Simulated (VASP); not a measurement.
Mg, 1 atom in the cell. The structure is hexagonal, space group P6/mmm (No. 191). Conventional cell: a = 2.748 Å, b = 2.748 Å, c = 2.743 Å, α = 90.00°, β = 90.00°, γ = 120.00°. Within 3.6 Å of Mg (site symmetry 6/mmm) lie 8 Mg at 2.74 to 2.75 Å. 

```yaml
Program: VASP 6.6.1
Task: single point
Functional: PBE
Potentials_or_basis: VASP PAW PBE potentials, release 64 (Mg)
Cutoff: 600 eV
k_mesh: 9 × 9 × 8
Occupations: gaussian, width 0.1 eV
Spin: no spin polarisation
Dipole_correction: no
Further_INCAR_settings: ALGO = Normal; EDIFF = 1e-06; NBANDS = 7
```

Potentials or basis: VASP PAW PBE potentials, release 64 (Mg).

Launch:

```bash
$ cat potpaw_PBE.64/Mg/POTCAR > POTCAR
$ mpirun -np 1 vasp_std > vasp.out
```

Hardware: 1 thread of AMD EPYC 7R13 Processor (Zen 3) (shared host).

Problem. Estimate the wall time of this run.

Solution. Wall time 5.5 s on 1 thread of AMD EPYC 7R13 Processor (Zen 3), with other jobs on the host, peak memory 0.11 GiB. Counts: scf iterations 10, k points 60.
